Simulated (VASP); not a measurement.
Os, 2 atoms in the cell. Symmetry: P6_3/mmc, No. 194, hexagonal system. Conventional cell: a = 2.788 Å, b = 2.788 Å, c = 4.404 Å, α = 90.00°, β = 90.00°, γ = 120.00°. Within 3.6 Å of Os (site symmetry -6m2) lie 12 Os at 2.73 to 2.79 Å.  This cell differs from its parent crystal: volume scaled by 1.06.

| Quantity | Value |
| --- | --- |
| Program | VASP 6.6.1 |
| Task | single point |
| Functional | PBEsol |
| Potentials or basis | VASP PAW PBE potentials, release 64 (Os) |
| Cutoff | 520 eV |
| k mesh | 15 × 15 × 9 |
| Occupations | fermi-dirac, width 0.05 eV |
| Spin | no spin polarisation |
| Dipole correction | no |
| Further INCAR settings | ALGO = Normal; EDIFF = 1e-06; NBANDS = 15 |

Potentials or basis: VASP PAW PBE potentials, release 64 (Os).

Command:

```sh
$ cat potpaw_PBE.64/Os/POTCAR > POTCAR
$ mpirun -np 1 vasp_std > vasp.out
```

Hardware: 1 thread of AMD EPYC 7R13 (shared host).

How long does it take, and how much memory?

It took 86 s on 1 thread of AMD EPYC 7R13, on a shared host, peak memory 0.16 GiB. Counts: scf iterations 12, k points 135.
